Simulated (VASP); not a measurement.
Here is a VASP 6.6.1 calculation.

INCAR

```
PREC = Accurate
ENCUT = 520
EDIFF = 1E-6
ISMEAR = 0
SIGMA = 0.1
LREAL = False
LASPH = True
NELM = 60
ALGO = Normal
ISIF = 2
LWAVE = False
LCHARG = True
GGA = PE
LELF = True
LVHAR = True
NBANDS = 23
```

File KPOINTS:

```
Automatic mesh
0
Gamma
  12 12 4
```

File POSCAR:

```
Si4PI
1.0
    4.9962871419      0.0000000000      0.0000000000
   -2.4981435709      4.3269115895      0.0000000000
    0.0000000000      0.0000000000     11.2851782868
Si P I
4 1 1
Direct
    0.0000000000      0.0000000000      0.3123149572
    0.0000000000      0.0000000000      0.6876850428
    0.3333333333      0.6666666667      0.0000000000
    0.6666666667      0.3333333333      0.0000000000
    0.0000000000      0.0000000000      0.5000000000
    0.0000000000      0.0000000000      0.0000000000
```

Potentials or basis: VASP PAW PBE potentials, release 64 (Si, P, I).

Launch:

```sh
$ cat potpaw_PBE.64/Si/POTCAR potpaw_PBE.64/P/POTCAR potpaw_PBE.64/I/POTCAR > POTCAR
$ mpirun -np 1 vasp_std > vasp.out
```

Estimate the largest force.

0.032 eV/Å.

What does it give for the band gap on the k mesh?

Zero (bands 14 and 15 overlap by 1.11 eV).

Forces in eV/Å, atoms in the order of the input:
```
Si   0.000  0.000  0.032
Si   0.000  0.000 -0.032
Si   0.000  0.000  0.000
Si   0.000  0.000  0.000
P    0.000  0.000  0.000
I    0.000  0.000  0.000
```

Caveat: spin-orbit coupling is left out, which moves the levels of the heavy elements.
